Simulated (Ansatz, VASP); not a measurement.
BP in VASP and in Ansatz

```
B P
1.0
     2.69112    0.00000    0.00000
     0.00000    2.69112    0.00000
     0.00000    0.00000    2.76402
B P
1 1
Direct
  0.00000 0.00000 0.00000
  0.50000 0.50000 0.50000
```

Change from the starting cell: species swapped into the TaRu type (P4/mmm, No. 123).

Alike in both runs: functional PBE; k mesh 20 × 20 × 20; occupations gaussian, width 0.1 eV; no spin polarisation.

Ansatz relaxed the structure, and its values are those at the end. VASP's run is a single point on that final structure, the one shown.

```csv
,VASP,Ansatz
version,VASP 6.6.1,Ansatz 0.2.0
potentials or method,"VASP PAW PBE potentials, release 64 (B, P), cutoff 520 eV","scalar-relativistic, plane waves, PAW"
valence electrons in the cell,8,8
```

Ansatz gave:

| Property | Result |
| --- | --- |
| gap on the k mesh at the Fermi level (eV) | none |
| pressure (GPa) | 0.0 |

**Question.** Which values does VASP return?

**Answer.** gap on the k mesh at the Fermi level (eV): none; pressure (GPa): -0.2.

A gap of «none» marks a metal or a gap that the smearing closes.
